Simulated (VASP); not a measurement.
## Cu: single point with PBE

Crystal: Cu.

```
CELL_PARAMETERS angstrom
1.21846 -3.97638 0.00000
1.21846 3.97638 0.00000
0.00000 0.00000 2.47550
ATOMIC_POSITIONS crystal
Cu 0.86613 0.13387 0.75000
Cu 0.13387 0.86613 0.25000
```

```json
{
 "Program": "VASP 6.6.1",
 "Task": "single point",
 "Functional": "PBE",
 "Potentials or basis": "VASP PAW PBE potentials, release 64 (Cu)",
 "Cutoff": "520 eV",
 "k mesh": "9 × 9 × 9",
 "Occupations": "gaussian, width 0.05 eV",
 "Spin": "no spin polarisation"
}
```

The pressure is 7.5 GPa and the largest force is 0.053 eV/Å. The band gap on the k mesh is zero (bands 11 and 12 overlap by 5.16 eV).

Forces on the atoms (eV/Å):
```
Cu   0.000 -0.053  0.000
Cu   0.000  0.053  0.000
```

Stress tensor (GPa, compression positive):
```
7.84 0.00 0.00
0.00 6.43 0.00
0.00 0.00 8.12
```

Levels at points of the mesh, in eV from the Fermi level:
```tsv
k point	band 8	band 9	band 10	band 11	band 12	band 13	band 14	band 15
(0.00, 0.00, 0.00)	-2.01	-1.82	-1.68	-1.43	-0.04	4.82	14.78	18.43
```

Wall time 94 s on 1 thread of Intel Xeon 8259CL, with other jobs on the host, peak memory 0.18 GiB.

Caveat: the cell stands under pressure.
